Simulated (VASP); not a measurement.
A run of VASP 6.6.1:

File INCAR:

```
SYSTEM = GaN
  PREC = Accurate
  ENCUT = 600
  EDIFF = 1E-6
  ISMEAR = 0
  SIGMA = 0.02
  LREAL = .FALSE.
  LASPH = .TRUE.
  NELM = 100
  ALGO = Normal
  ISIF = 3
  LWAVE = .FALSE.
  LCHARG = .FALSE.
  GGA = CA
  IBRION = 2
  NSW = 80
  EDIFFG = -0.004
```

KPOINTS

```
Automatic mesh
0
G
  8 8 5
  0 0 0
```

The input POSCAR:

```
GaN
1.0
    3.1900000000      0.0000000000      0.0000000000
   -1.5950000000      2.7626210381      0.0000000000
    0.0000000000      0.0000000000      5.1900000000
Ga N
2 2
Direct
    0.3333333333      0.6666666667      0.0000000000
    0.6666666667      0.3333333333      0.5000000000
    0.3333333333      0.6666666667      0.3770000000
    0.6666666667      0.3333333333      0.8770000000
```

Potentials or basis: VASP PAW LDA potentials, release 64 (Ga_d, N).

Command:

```bash
$ cat potpaw_LDA.64/Ga_d/POTCAR potpaw_LDA.64/N/POTCAR > POTCAR
$ mpirun -np 1 vasp_std > vasp.out
```

Hardware: 1 thread of AMD EPYC 7R13 Processor (Zen 3), with other jobs on the host.

**Question.** Estimate the wall time of this run.

**Answer.** Wall time 3.3 min on 1 thread of AMD EPYC 7R13 Processor (Zen 3), with other jobs on the host, peak memory 0.15 GiB. Counts: scf iterations 72, k points 30, ion steps 13.
